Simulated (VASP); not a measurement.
# Ni (Fm-3m) in VASP: further runs, part 2 of 2

VASP 6.6.1. The steps go on from the part before.

## (3) Single point, PBE, collinear spin, ferromagnetic start

INCAR reads:

```
SYSTEM = Ni
ALGO = Normal
EDIFF = 1E-6
ENCUT = 600
GGA = PE
GGA_COMPAT = .False.
ISIF = 2
ISMEAR = -1
ISPIN = 2
LASPH = .True.
LCHARG = .False.
LMAXMIX = 4
LORBIT = 11
LREAL = .False.
LWAVE = .False.
MAGMOM = 1.3 1.3
NBANDS = 21
NELM = 200
PREC = Accurate
SIGMA = 0.1
```

KPOINTS reads:

```
k-points
0
Gamma
  6 12 12
  0 0 0
```

POSCAR reads:

```
Ni
1.0
    0.0000000000      3.5439000000      3.5439000000
    1.7719500000      0.0000000000      1.7719500000
    1.7719500000      1.7719500000      0.0000000000
Ni
2
Direct
    0.0000000000      0.0000000000      0.0000000000
    0.5000000000      0.0000000000      0.0000000000
```

Potentials or basis: VASP PAW PBE potentials, release 64 (Ni).

Started as:

```
$ cat potpaw_PBE.64/Ni/POTCAR > POTCAR
$ mpirun -np 1 vasp_std > vasp.out
```

OUTCAR:

```text
SYSTEM = Ni
   EDIFF = 1E-6
   ENCUT = 600
   GGA = PE
   ISIF = 2
   ISMEAR = -1
   ISPIN = 2
   LASPH = .True.
   LORBIT = 11
   LREAL = .False.
   NELM = 200
   PREC = Accurate

 ion  position               nearest neighbor table
   1  0.000  0.000  0.000-   2 2.51   2 2.51   2 2.51   2 2.51   2 2.51   2 2.51
   2  0.500  0.000  0.000-   1 2.51   1 2.51   1 2.51   1 2.51   1 2.51   1 2.51

  LATTYP: Found a trigonal (rhomboedric) cell.
 ALAT       =     4.3403733497
 COS(alpha) =     0.8333333333

  Lattice vectors:

 A1 = (   1.7719500000,  -1.7719500000,  -3.5439000000)
 A2 = (   3.5439000000,  -1.7719500000,  -1.7719500000)
 A3 = (   1.7719500000,  -3.5439000000,  -1.7719500000)

Analysis of symmetry for initial positions (statically):
=====================================================================
 Subroutine PRICEL returns following result:

  LATTYP: Found a face centered cubic cell.
 ALAT       =     3.5439000000
[... 12 lines left out ...]
 Subroutine GETGRP returns: Found 12 space group operations
 (whereof 12 operations were pure point group operations)
 out of a pool of 12 trial point group operations.

The static configuration has the point symmetry D_3d.

Analysis of symmetry for dynamics (positions and initial velocities):
=====================================================================
 Subroutine PRICEL returns following result:

  LATTYP: Found a face centered cubic cell.
 ALAT       =     3.5439000000
[... 12 lines left out ...]
 Subroutine GETGRP returns: Found 12 space group operations
 (whereof 12 operations were pure point group operations)
 out of a pool of 12 trial point group operations.

The dynamic configuration has the point symmetry D_3d.

Analysis of structural, dynamic, and magnetic symmetry:
=====================================================================
 Subroutine PRICEL returns following result:

  LATTYP: Found a face centered cubic cell.
 ALAT       =     3.5439000000
[... 12 lines left out ...]
 Subroutine GETGRP returns: Found 12 space group operations
 (whereof 12 operations were pure point group operations)
 out of a pool of 12 trial point group operations.

The overall configuration has the point symmetry D_3d.

 Subroutine INISYM returns: Found 12 space group operations
 (whereof 12 operations are pure point group operations),
 and found     2 'primitive' translations

----------------------------------------------------------------------------------------

                                     Primitive cell

  volume of cell :      11.1272

  direct lattice vectors                    reciprocal lattice vectors
     0.000000000  1.771950000  1.771950000    -0.282175005  0.282175005  0.282175005
     1.771950000  0.000000000  1.771950000     0.282175005 -0.282175005  0.282175005
     1.771950000  1.771950000  0.000000000     0.282175005  0.282175005 -0.282175005

  length of vectors
     2.505915722  2.505915722  2.505915722     0.488741445  0.488741445  0.488741445

  position of ions in fractional coordinates (direct lattice)
     0.000000000  0.000000000  0.000000000

  ion indices of the primitive-cell ions
   primitive index   ion index
                 1           1

----------------------------------------------------------------------------------------

 KPOINTS: k-points

Automatic generation of k-mesh.
 Grid dimensions read from file:
 generate k-points for:    6   12   12

 Generating k-lattice:
[... 70 lines left out ...]
   NGXF,Y,Z  is equivalent  to a cutoff of  26.54, 26.54, 26.54 a.u.
 SYSTEM =  Ni
   PREC   = accura    normal or accurate (medium, high low for compatibility)
   ISTART =      0    job   : 0-new  1-cont  2-samecut
   ICHARG =      2    charge: 1-file 2-atom 10-const
   ISPIN  =      2    spin polarized calculation?
   LNONCOLLINEAR =      F non collinear calculations
   LSORBIT =      F    spin-orbit coupling
   LASPH  =      T    aspherical Exc in radial PAW
   ENCUT  =  600.0 eV  44.10 Ry    6.64 a.u.  10.01  5.00  5.00*2*pi/ulx,y,z
   NELM   =    200;   NELMIN=  2; NELMDL= -5     # of ELM steps
   EDIFF  = 0.1E-05   stopping-criterion for ELM
   LREAL  =      F    real-space projection
   EDIFFG = 0.1E-04   stopping-criterion for IOM
   NSW    =      0    number of steps for IOM
   IBRION =     -1    ionic relax: 0-MD 1-quasi-New 2-CG
   NFREE  =      0    steps in history (QN), initial steepest desc. (CG)
   ISIF   =      2    stress and relaxation
   ISYM   =      2    0-nonsym 1-usesym 2-fastsym
   POTIM  = 0.5000    time-step for ionic-motion
   TEBEG  =    0.0;   TEEND  =   0.0 temperature during run
   PSTRESS=    0.0 pullay stress
   NELECT =      20.0000    total number of electrons
   NUPDOWN=      -1.0000    fix difference up-down
   EMIN   =  10.00;   EMAX   =-10.00  energy-range for DOS
   EFERMI =   0.00;   METHOD = LEGACY
   ISMEAR =    -1;   SIGMA  =   0.10  broadening in eV -4-tet -1-fermi 0-gaus
   EFERMI_NEDOS =   21; number of points for ismear=-14 and -15
   IALGO  =     38    algorithm
   IMIX   =      4    mixing-type and parameters
     AMIX     =   0.40;   BMIX     =  1.00
     AMIX_MAG =   1.60;   BMIX_MAG =  1.00
  volume/ion in A,a.u.               =      11.13        75.09
  Fermi-wavevector in a.u.,A,eV,Ry     =   1.579841  2.985467 33.958747  2.495897
  Thomas-Fermi vector in A             =   2.680159
   LORBIT       =     11    0 simple, 1 ext, 2 COOP (PROOUT), +10 PAW based schemes
   GGA     = PE    functional components
   LHFCALC =     F    Hartree Fock is set to
   AEXX    =    0.0000 exact exchange contribution
   IVDW    =     0    specifies the selected vdW correction
   LEPSILON=     F    determine dielectric tensor
   LRPA    =     F    only Hartree local field effects (RPA)
 spin polarized calculation
  energy-cutoff  :      600.00
  volume of cell :       22.25
 maximum number of plane-waves:       757
   NGX = 19   NGY =  9   NGZ =  9

 number of electron      20.0000017 magnetization       1.2781848

 Free energy of the ion-electron system (eV)
  ---------------------------------------------------
  ext. energy  EPLUGINS =         0.00000000
  ---------------------------------------------------
  free energy    TOTEN  =       -10.98975024 eV

  energy without entropy =      -10.87814539  energy(sigma->0) =      -10.93394782

 E-fermi :   9.0468     XC(G=0): -13.1238

 val. band max:        9.0430316047   @ k =   0.3333   0.3333   0.1667
 cond. band min:       9.0685095164   @ k =   0.1667   0.5000   0.1667
 fundamental gap:      0.0254779117
 Fermi energy:         9.0468298108

 spin component 1

 k-point     1 :       0.0000    0.0000    0.0000
  band No.  band energies     occupation
      1       0.2062      1.00000
      2       4.3475      1.00000
      3       6.6833      1.00000
      4       6.6833      1.00000
      5       6.6833      1.00000
      6       6.6968      1.00000
[... 565 lines left out ...]
     20      34.2342      0.00000
     21      38.4772      0.00000

 [... further k-points ...]

 spin component 2

 k-point     1 :       0.0000    0.0000    0.0000
  band No.  band energies     occupation
      1       0.1720      1.00000
      2       4.7810      1.00000
      3       7.3308      1.00000
      4       7.3308      1.00000
      5       7.4380      1.00000
      6       7.4380      1.00000
[... 565 lines left out ...]
     20      34.3374      0.00000
     21      38.4580      0.00000

 [... further k-points ...]
[... 5 lines left out ...]
  --------------------------------------------------------------------------------------
  -------------------------------------------------------------------------------------
  Total       -0.5129110     -0.5129110     -0.5129110      0.0000086     -0.0000086      0.0000086
  in kB      -36.9265093    -36.9265093    -36.9265093      0.0006185     -0.0006185      0.0006185
  external PRESSURE =     -36.9265093 kB  Pullay stress =       0.0000000 kB

 VOLUME and BASIS-vectors are now :
 -----------------------------------------------------------------------------
  energy-cutoff  :      600.00
  volume of cell :       22.25
      direct lattice vectors                 reciprocal lattice vectors
     0.000000000  3.543900000  3.543900000    -0.141087502  0.141087502  0.141087502
     1.771950000  0.000000000  1.771950000     0.282175005 -0.282175005  0.282175005
     1.771950000  1.771950000  0.000000000     0.282175005  0.282175005 -0.282175005

 POSITION                                       TOTAL-FORCE (eV/Angst)
 -----------------------------------------------------------------------------------
      0.00000      0.00000      0.00000         0.000000     -0.000000     -0.000000
      0.00000      1.77195      1.77195        -0.000000      0.000000      0.000000
 -----------------------------------------------------------------------------------
    total drift:                               -0.000000     -0.000000     -0.000000

  FREE ENERGIE OF THE ION-ELECTRON SYSTEM (eV)
  ---------------------------------------------------
  free  energy   TOTEN  =       -10.9897502442 eV

  energy  without entropy=      -10.8781453906  energy(sigma->0) =      -10.93394782

 total charge

# of ion       s       p       d       tot
------------------------------------------
    1        0.489   0.479   8.303   9.271
    2        0.489   0.479   8.303   9.271
--------------------------------------------------
tot          0.977   0.957  16.607  18.541

 magnetization (x)

# of ion       s       p       d       tot
------------------------------------------
    1       -0.006  -0.024   0.684   0.653
    2       -0.006  -0.024   0.684   0.653
--------------------------------------------------
tot         -0.012  -0.049   1.367   1.306
```

stdout:

```text
POSCAR found type information on POSCAR Ni
 POSCAR found :  1 types and       2 ions
 scaLAPACK will be used
 LDA part: xc-table for (Slater+PW92), standard interpolation
 -----------------------------------------------------------------------------
|                                                                             |
|           W    W    AA    RRRRR   N    N  II  N    N   GGGG   !!!           |
|           W    W   A  A   R    R  NN   N  II  NN   N  G    G  !!!           |
|           W    W  A    A  R    R  N N  N  II  N N  N  G       !!!           |
|           W WW W  AAAAAA  RRRRR   N  N N  II  N  N N  G  GGG   !            |
|           WW  WW  A    A  R   R   N   NN  II  N   NN  G    G                |
|           W    W  A    A  R    R  N    N  II  N    N   GGGG   !!!           |
|                                                                             |
|     Your reciprocal lattice and k-lattice belong to different lattice       |
|     classes:                                                                |
|                                                                             |
|        The reciprocal lattice is rhombohedral (trigonal),                   |
|        whereas your k-lattice is body-centered cubic.                       |
|                                                                             |
|     Results are often still useful ...                                      |
|                                                                             |
 -----------------------------------------------------------------------------

 POSCAR, INCAR and KPOINTS ok, starting setup
 FFT: planning ... GRIDC
 FFT: planning ... GRID_SOFT
 FFT: planning ... GRID
 WAVECAR not read
 entering main loop
```

Wall time 70 s (1 thread of Intel Xeon 6975P-C, shared host); peak memory 0.21 GiB.

Results:

```yaml
Free_energy: -10.9898 eV
Pressure: -3.7 GPa
Net_moment: 1.28 μB per cell
Site_moments: Ni +0.65 μB
Valence_electrons_inside_the_program's_atomic_spheres: Ni 9.27
```

## (4) Single point, PBE, collinear spin

INCAR reads:

```
ALGO = Normal ; EDIFF = 1E-6
ENCUT = 600 ; GGA = PE
GGA_COMPAT = F ; ISIF = 2
ISMEAR = -1 ; ISPIN = 2
LASPH = T ; LCHARG = F
LMAXMIX = 4 ; LORBIT = 11
LREAL = F ; LWAVE = F
MAGMOM = 2 0 ; NBANDS = 21
NELM = 200 ; PREC = Accurate
SIGMA = 0.1
```

KPOINTS reads:

```
k-points
0
Gamma
  6 12 12
```

POSCAR is that of step 3.

Potentials or basis: VASP PAW PBE potentials, release 64 (Ni).

Started as:

```
$ cat potpaw_PBE.64/Ni/POTCAR > POTCAR
$ mpirun -np 1 vasp_std > vasp.out
```

OUTCAR:

```text
EDIFF = 1E-6
   ENCUT = 600
   GGA = PE
   ISIF = 2
   ISMEAR = -1
   ISPIN = 2
   LASPH = T
   LORBIT = 11
   LREAL = F
   NELM = 200
   PREC = Accurate

 ion  position               nearest neighbor table
   1  0.000  0.000  0.000-   2 2.51   2 2.51   2 2.51   2 2.51   2 2.51   2 2.51
   2  0.500  0.000  0.000-   1 2.51   1 2.51   1 2.51   1 2.51   1 2.51   1 2.51

  LATTYP: Found a trigonal (rhomboedric) cell.
 ALAT       =     4.3403733497
 COS(alpha) =     0.8333333333

  Lattice vectors:

 A1 = (   1.7719500000,  -1.7719500000,  -3.5439000000)
 A2 = (   3.5439000000,  -1.7719500000,  -1.7719500000)
[... 1406 lines left out ...]
 -----------------------------------------------------------------------------
  energy-cutoff  :      600.00
  volume of cell :       22.25
      direct lattice vectors                 reciprocal lattice vectors
     0.000000000  3.543900000  3.543900000    -0.141087502  0.141087502  0.141087502
     1.771950000  0.000000000  1.771950000     0.282175005 -0.282175005  0.282175005
     1.771950000  1.771950000  0.000000000     0.282175005  0.282175005 -0.282175005

 POSITION                                       TOTAL-FORCE (eV/Angst)
 -----------------------------------------------------------------------------------
      0.00000      0.00000      0.00000        -0.000000      0.000000      0.000000
      0.00000      1.77195      1.77195         0.000000      0.000000      0.000000
 -----------------------------------------------------------------------------------
    total drift:                               -0.000000     -0.000000     -0.000000

  FREE ENERGIE OF THE ION-ELECTRON SYSTEM (eV)
  ---------------------------------------------------
  free  energy   TOTEN  =       -10.9897501479 eV

  energy  without entropy=      -10.8781692431  energy(sigma->0) =      -10.93395970

 total charge

# of ion       s       p       d       tot
------------------------------------------
    1        0.489   0.479   8.304   9.271
    2        0.489   0.479   8.303   9.270
--------------------------------------------------
tot          0.977   0.957  16.607  18.541

 magnetization (x)

# of ion       s       p       d       tot
------------------------------------------
    1       -0.006  -0.024   0.683   0.653
    2       -0.006  -0.024   0.684   0.654
--------------------------------------------------
tot         -0.012  -0.049   1.368   1.307
```

OSZICAR:

```text
N       E                     dE             d eps       ncg     rms          rms(c)
DAV:   1     0.103520570248E+03    0.10352E+03   -0.97363E+03  8973   0.149E+03
DAV:   2    -0.648225099262E+01   -0.11000E+03   -0.10149E+03  8387   0.248E+02
DAV:   3    -0.128329442992E+02   -0.63507E+01   -0.61113E+01  9360   0.677E+01
DAV:   4    -0.129212219929E+02   -0.88278E-01   -0.88191E-01  9394   0.739E+00
DAV:   5    -0.129239747842E+02   -0.27528E-02   -0.27526E-02  9357   0.130E+00    0.146E+01
DAV:   6    -0.139537511354E+02   -0.10298E+01   -0.16364E+01 10029   0.862E+01    0.213E+01
DAV:   7    -0.126603501662E+02    0.12934E+01   -0.71409E+00 10890   0.720E+01    0.157E+01
DAV:   8    -0.110506282849E+02    0.16097E+01   -0.22743E+00 10869   0.458E+01    0.524E+00
DAV:   9    -0.110101222188E+02    0.40506E-01   -0.10009E+00 11735   0.170E+01    0.272E+00
DAV:  10    -0.109906376766E+02    0.19485E-01   -0.22768E-01 11780   0.796E+00    0.128E+00
DAV:  11    -0.109922593362E+02   -0.16217E-02   -0.11725E-02 11360   0.156E+00    0.810E-01
DAV:  12    -0.109897169979E+02    0.25423E-02   -0.69902E-03 13140   0.163E+00    0.219E-01
DAV:  13    -0.109897057218E+02    0.11276E-04   -0.10440E-03 11267   0.359E-01    0.849E-02
DAV:  14    -0.109897690163E+02   -0.63294E-04   -0.39633E-04 12569   0.260E-01    0.753E-02
DAV:  15    -0.109897479472E+02    0.21069E-04   -0.10850E-04 12315   0.208E-01    0.154E-02
DAV:  16    -0.109897506068E+02   -0.26596E-05   -0.10492E-05  7884   0.441E-02    0.158E-02
DAV:  17    -0.109897501479E+02    0.45888E-06   -0.23387E-06  4550   0.311E-02
   1 F= -.10989750E+02 E0= -.10933960E+02  d E =-.111581E+00  mag=     1.2792
```

Run time: 96 s. Hardware: 1 thread of Intel Xeon 6975P-C, shared host; peak memory 0.21 GiB.

What came out:

| Item | Value |
| --- | --- |
| Free energy | -10.9898 eV |
| Pressure | -3.6 GPa |
| Net moment | 1.28 μB per cell |
| Site moments | Ni +0.65 μB |
| Valence electrons inside the program's atomic spheres | Ni 9.27 |
